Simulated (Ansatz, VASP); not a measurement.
AlN: VASP beside Ansatz

INCAR

```
SYSTEM = AlN
ALGO = Normal ; EDIFF = 1E-6
ENCUT = 520 ; ISIF = 2
ISMEAR = 0 ; LASPH = .True.
LCHARG = .False. ; LREAL = .False.
LWAVE = .False. ; NBANDS = 16
NELM = 80 ; PREC = Accurate
SIGMA = 0.05
```

File KPOINTS:

```
k-points
0
Gamma
  9 9 6
  0 0 0
```

File POSCAR:

```
AlN
1.0
    3.0371604035      0.0000000000      0.0000000000
   -1.5185802018      2.6302580648      0.0000000000
    0.0000000000      0.0000000000      4.8612078838
Al N
2 2
Direct
    0.3236882189      0.6473764378      0.0015212672
    0.6763117811      0.3526235622      0.5015212672
    0.3419399799      0.6838799599      0.3834787328
    0.6580600201      0.3161200401      0.8834787328
```

Input for Ansatz:

```yaml
crystal:
  lattice:
    - [3.0371604035, 0.0, 0.0]
    - [-1.5185802018, 2.6302580648, 0.0]
    - [0.0, 0.0, 4.8612078838]
  atoms:
    - { symbol: Al, position: [0.3236882189, 0.6473764378, 0.0015212672] }
    - { symbol: Al, position: [0.6763117811, 0.3526235622, 0.5015212672] }
    - { symbol: "N", position: [0.3419399799, 0.6838799599, 0.3834787328] }
    - { symbol: "N", position: [0.6580600201, 0.3161200401, 0.8834787328] }
basis:
  ecutwfc: 520.0
kpoints:
  mp_grid: { grid: [9, 9, 6] }
hamiltonian:
  xc: lda
scf:
  occupations: { method: gaussian, width: 0.05 }
output:
  forces: true
  stress: true
  eigenvalues: true
  write_density: true
  write_potential: true
  elf: true
  volumetric_format: npy
```

Change from the starting cell: mode 5 frozen in at -0.052 Å, equal normal strain along x, y and z -0.0167.

Alike in both runs: task single point; functional LDA; k mesh 9 × 9 × 6; occupations gaussian, width 0.05 eV; no spin polarisation.

```csv
,VASP,Ansatz
version,VASP 6.6.1,Ansatz 0.2.0
potentials or method,"VASP PAW LDA potentials, release 64 (Al, N), cutoff 520 eV","scalar-relativistic, plane waves, PAW"
valence electrons in the cell,16,16
```

Ansatz gave:

| Quantity | Value |
| --- | --- |
| gap on the k mesh at the Fermi level (eV) | 4.84 |
| least direct gap on the mesh (eV) | 4.84 |
| pressure (GPa) | 11.7 |
| traceless stress, the component that is largest in VASP (GPa) | -0.51 |
| rms of the force components (eV/Å) | 0.126 |

Q: Estimate VASP's values.

A: gap on the k mesh at the Fermi level (eV): 4.85; least direct gap on the mesh (eV): 4.85; pressure (GPa): 12.5; traceless stress, the component that is largest in VASP (GPa): -0.55; rms of the force components (eV/Å): 0.126.

LDA's correlation is that of Perdew and Zunger in VASP and of Perdew and Wang (1992) in Ansatz. Atom by atom the forces differ by 0.001 eV/Å (rms over components).
